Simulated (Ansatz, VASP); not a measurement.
# Mn3Cr in VASP and in Ansatz

```
Mn Cr
1.0
     0.00000    2.79908    2.79908
     2.79908    0.00000    2.79908
     2.79908    2.79908    0.00000
Mn Cr
3 1
Direct
  0.25000 0.25000 0.25000
  0.75000 0.75000 0.75000
  0.50000 0.50000 0.50000
  0.00000 0.00000 0.00000
```

Alike in both runs: functional PBE; k mesh 12 × 12 × 12; occupations gaussian, width 0.1 eV; no spin polarisation.

Ansatz relaxed the structure, and its values are those at the end. VASP's run is a single point on that final structure, the one shown.

```csv
,VASP,Ansatz
version,VASP 6.6.1,Ansatz 0.2.0
potentials or method,"VASP PAW PBE potentials, release 64 (Mn_pv, Cr_pv), cutoff 520 eV","scalar-relativistic, plane waves, PAW"
valence electrons in the cell,51,59
```

|  | VASP | Ansatz | Ansatz less VASP |
| --- | --- | --- | --- |
| gap on the k mesh at the Fermi level (eV) | none | none | - |
| pressure (GPa) | -0.1 | 0.0 | +0.09 |

A gap of «none» marks a metal or a gap that the smearing closes. With one functional, cell and mesh, what is left measures potentials, basis and numerics. VASP's potentials hold 51 valence electrons a cell and Ansatz's 59, so a difference there can come from the potentials and not from the codes.
